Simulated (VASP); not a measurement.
A run of VASP 6.6.1:

File INCAR:

```
SYSTEM = Be2Cl3
PREC     = Accurate       ! precision mode
ENCUT    = 520            ! plane-wave cutoff, eV
EDIFF    = 1E-6           ! SCF threshold, eV
ISMEAR   = 0              ! smearing method
SIGMA    = 0.1            ! smearing width, eV
LREAL    = .FALSE.        ! projectors in reciprocal space
LASPH    = .TRUE.         ! aspherical terms in the spheres
NELM     = 100            ! most SCF steps
ALGO     = Normal         ! electronic algorithm
ISIF     = 2              ! what is computed and relaxed
LWAVE    = .FALSE.        ! write WAVECAR
LCHARG   = .FALSE.        ! write CHGCAR
GGA      = PE             ! functional
NBANDS   = 20             ! bands
```

File KPOINTS:

```
Automatic mesh
0
G
  12 12 4
  0 0 0
```

File POSCAR:

```
Be2Cl3
1.0
    3.3504413763      0.0000000000      0.0000000000
   -1.6752206882      2.9015673458      0.0000000000
    0.0000000000      0.0000000000      9.3667990288
Be Cl
2 3
Direct
    0.3333333333      0.6666666667      0.1641080083
    0.6666666667      0.3333333333      0.8358919917
    0.0000000000      0.0000000000      0.0000000000
    0.3333333333      0.6666666667      0.7192916392
    0.6666666667      0.3333333333      0.2807083608
```

Potentials or basis: VASP PAW PBE potentials, release 64 (Be, Cl).

Launch:

```sh
$ cat potpaw_PBE.64/Be/POTCAR potpaw_PBE.64/Cl/POTCAR > POTCAR
$ mpirun -np 1 vasp_std > vasp.out
```

Hardware: 1 thread of Intel(R) Xeon(R) 6975P-C (Granite Rapids) (shared host).

How long does it take, and how much memory?

It took 69 s on 1 thread of Intel(R) Xeon(R) 6975P-C (Granite Rapids) (shared host), peak memory 0.26 GiB. Counts: scf iterations 14, k points 69.
